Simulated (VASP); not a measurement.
Set up this calculation in VASP 6.6.1, as the native input.

| Quantity | Value |
| --- | --- |
| Task | single point |
| Functional | PBE |
| Potentials or basis | VASP PAW PBE potentials, release 64 (Pt, S) |
| Cutoff | 520 eV |
| k mesh | 12 × 12 × 8 |
| Occupations | gaussian, width 0.05 eV |
| Spin | no spin polarisation |
| Dipole correction | no |
| Further INCAR settings | ALGO = Normal; EDIFF = 1e-06; NBANDS = 18 |

The structure of PtS2 lies in POSCAR:

```
PtS2
1.0
    3.7077102275      0.0007086399      0.0020550557
   -1.8532414136      3.1886771465     -0.0004445127
    0.0029225040      0.0009573720      5.2331969040
Pt S
1 2
Direct
   -0.0393323501     -0.0020954859     -0.0117309677
    0.3304068537      0.6280354232      0.2461855997
    0.7089254964      0.3740600627      0.7655433833
```

This cell differs from its parent crystal: atoms moved at random and the cell strained at random.

One way to write it, as run:

INCAR

```
SYSTEM = PtS2
PREC = Accurate ; ENCUT = 520
EDIFF = 1E-6 ; ISMEAR = 0
SIGMA = 0.05 ; LREAL = .False.
LASPH = .True. ; NELM = 100
ALGO = Normal ; ISIF = 2
LWAVE = .False. ; LCHARG = .True.
GGA = PE ; LELF = .True.
LVHAR = .True. ; NBANDS = 18
```

KPOINTS

```
regular mesh
0
Gamma
  12 12 8
  0 0 0
```

Potentials or basis: VASP PAW PBE potentials, release 64 (Pt, S).

Command:

```console
$ cat potpaw_PBE.64/Pt/POTCAR potpaw_PBE.64/S/POTCAR > POTCAR
$ mpirun -np 1 vasp_std > vasp.out
```

It gave:

```yaml
Pressure: -5.6 GPa
Largest_force: 2.408 eV/Å
Band_gap_on_the_k_mesh: 0.44 eV, indirect (least direct gap 0.60 eV)
```

Caveat: the cell differs from its parent crystal (atoms moved at random and the cell strained at random); spin-orbit coupling is left out, which moves the levels of the heavy elements; forces of over 1 eV/Å act on the atoms, so gaps and moduli don't describe the material at rest.

Wall time 8.9 min on 1 thread of Intel(R) Xeon(R) Platinum 8259CL CPU @ 2.50GHz (Skylake/Cascade Lake), with other jobs on the host, peak memory 0.66 GiB.
